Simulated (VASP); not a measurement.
A run of VASP 6.6.1 is set up as follows.

The input POSCAR:

```
P
1.0
    2.4246941115      0.0000000000      0.0000000000
    0.0000000000      2.4385351442      0.0000000000
   -0.0203144631      0.0000000000      4.8524328982
P
2
Direct
    0.0000000300      0.0000000000      0.7494253600
    0.9999999700      0.0000000000      0.2505746400
```

File INCAR.step1:

```
SYSTEM = P
PREC = Accurate ; ENCUT = 520
EDIFF = 1E-5 ; ISMEAR = -1
SIGMA = 0.05 ; LREAL = .FALSE.
LASPH = .TRUE. ; NELM = 100
ALGO = Normal ; ISIF = 2
LWAVE = .TRUE. ; LCHARG = .FALSE.
GGA = PE ; NBANDS = 12
```

Contents of INCAR.step2:

```
SYSTEM = P
PREC = Accurate ; ENCUT = 520
EDIFF = 1E-6 ; ISMEAR = -1
SIGMA = 0.05 ; LREAL = .FALSE.
LASPH = .TRUE. ; NELM = 100
ALGO = Normal ; ISIF = 2
LWAVE = .FALSE. ; LCHARG = .FALSE.
GGA = PE ; LHFCALC = .TRUE.
AEXX = 0.05 ; HFSCREEN = 0.2
PRECFOCK = Normal ; ISTART = 1
NBANDS = 12
```

The input KPOINTS:

```
Automatic mesh
0
G
  6 6 3
  0 0 0
```

Potentials or basis: VASP PAW PBE potentials, release 64 (P).

Command:

```bash
$ cat potpaw_PBE.64/P/POTCAR > POTCAR
$ cp INCAR.step1 INCAR
$ mpirun -np 1 vasp_std > vasp.out
$ cp INCAR.step2 INCAR
$ mpirun -np 1 vasp_std > vasp.out
```

Problem. What does it give for the largest force?

Solution. 0.021 eV/Å.

Problem. Estimate the pressure.

Solution. 1.0 GPa.

Problem. Predict the band gap on the k mesh.

Solution. Zero (bands 5 and 6 overlap by 9.01 eV).

Forces on the atoms (eV/Å):
```
P    0.000  0.000  0.021
P    0.000  0.000 -0.021
```

Caveat: the k points lie up to 0.43 Å⁻¹ apart, too coarse for converged energies and pressures of a metal; the PAW data sets were made with another functional, which shifts forces and pressure a little.
